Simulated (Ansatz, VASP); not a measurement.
FeSi in VASP and in Ansatz

```xyz
8
Lattice="4.4031 0.0000 0.0000 0.0000 4.4031 0.0000 0.0000 0.0000 4.4031" Properties=species:S:1:pos:R:3 pbc="T T T"
Fe    0.6017    0.6017    0.6017
Fe    1.5998    3.8013    2.8032
Fe    2.8032    1.5998    3.8013
Fe    3.8013    2.8032    1.5998
Si    3.7035    3.7035    3.7035
Si    2.9010    0.6995    1.5020
Si    1.5020    2.9010    0.6995
Si    0.6995    1.5020    2.9010
```

Alike in both runs: task single point; functional r2SCAN; k mesh 6 × 6 × 6; no spin polarisation.

|  | VASP | Ansatz |
| --- | --- | --- |
| version | VASP 6.6.1 | Ansatz 0.2.0 |
| potentials or method | VASP PAW PBE potentials, release 64 (Fe, Si) | plane waves, PAW |
| plane-wave cutoff (eV) | 520 | 500 |
| occupations | gaussian, width 0.01 eV | fixed |
| valence electrons in the cell | 48 | 80 |

|  | VASP | Ansatz | Ansatz less VASP |
| --- | --- | --- | --- |
| gap on the k mesh at the Fermi level (eV) | 0.32 | 0.34 | +0.011 |
| pressure (GPa) | 0.4 | 0.0 | -0.44 |
| rms of the force components (eV/Å) | 0.015 | 0.000 | -0.0150 |

VASP's potentials were made for PBE, not for r2SCAN. Atom by atom the forces differ by 0.015 eV/Å (rms over components). VASP's potentials hold 48 valence electrons a cell and Ansatz's 80, so a difference there can come from the potentials and not from the codes.
